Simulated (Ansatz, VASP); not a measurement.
ZnO in VASP and in Ansatz

POSCAR

```
ZnO
1.0
    3.2348692153      0.0000000000      0.0000000000
   -1.6174346076      2.8014789184      0.0000000000
    0.0000000000      0.0000000000      5.4208039998
Zn O
2 2
Direct
    0.6666666667      0.3333333333      0.5046941672
    0.3333333333      0.6666666667      0.0046941672
    0.6666666667      0.3333333333      0.8756158328
    0.3333333333      0.6666666667      0.3756158328
```

The input INCAR.step1:

```
SYSTEM = ZnO
ALGO = Normal
EDIFF = 1E-4
ENCUT = 520
GGA = PE
ISMEAR = 0
LASPH = .TRUE.
LCHARG = .FALSE.
LREAL = .FALSE.
LWAVE = .TRUE.
NBANDS = 26
NELM = 80
PREC = Accurate
SIGMA = 0.02
```

File INCAR.step2:

```
SYSTEM = ZnO
ALGO = Normal
EDIFF = 1E-7
ENCUT = 520
ISIF = 2
ISMEAR = 0
ISTART = 1
LASPH = .TRUE.
LCHARG = .FALSE.
LMIXTAU = .TRUE.
LREAL = .FALSE.
LWAVE = .FALSE.
METAGGA = R2SCAN
NBANDS = 26
NELM = 80
PREC = Accurate
SIGMA = 0.02
```

Contents of KPOINTS:

```
k-points
0
G
  12 12 6
  0 0 0
```

Input for Ansatz:

```yaml
crystal:
  lattice:
    - [3.2348692153, 0.0, 0.0]
    - [-1.6174346076, 2.8014789184, 0.0]
    - [0.0, 0.0, 5.4208039998]
  atoms:
    - { symbol: Zn, position: [0.6666666667, 0.3333333333, 0.5046941672] }
    - { symbol: Zn, position: [0.3333333333, 0.6666666667, 0.0046941672] }
    - { symbol: O, position: [0.6666666667, 0.3333333333, 0.8756158328] }
    - { symbol: O, position: [0.3333333333, 0.6666666667, 0.3756158328] }
basis:
  ecutwfc: 500
kpoints:
  mp_grid: { grid: [12, 12, 6] }
  band_path: { path: [VBM, CBM], npoints: 2 }
hamiltonian:
  xc: r2scan
scf:
  occupations: { method: gaussian, width: 0.02 }
output:
  forces: true
  stress: true
  eigenvalues: true
checkpoint:
  read: start.run
  write: ck
  compress: false
  write_wavefunctions: false
  write_every: 100000
```

Alike in both runs: task single point; functional r2SCAN; k mesh 12 × 12 × 6; occupations gaussian, width 0.02 eV; no spin polarisation.

```csv
,VASP,Ansatz
version,VASP 6.6.1,Ansatz 0.2.0
potentials or method,"VASP PAW PBE potentials, release 64 (Zn, O), cutoff 520 eV","scalar-relativistic, plane waves, PAW"
valence electrons in the cell,36,36
```

Ansatz gave:

* gap on the k mesh at the Fermi level (eV): 1.12
* least direct gap on the mesh (eV): 1.12
* pressure (GPa): -5.5
* traceless stress, the component that is largest in VASP (GPa): -3.30
* rms of the force components (eV/Å): 0.000

Which values does VASP return?

gap on the k mesh at the Fermi level (eV): 1.11; least direct gap on the mesh (eV): 1.11; pressure (GPa): -4.6; traceless stress, the component that is largest in VASP (GPa): -3.28; rms of the force components (eV/Å): 0.005.

VASP's potentials were made for PBE, not for r2SCAN. Atom by atom the forces differ by 0.005 eV/Å (rms over components).
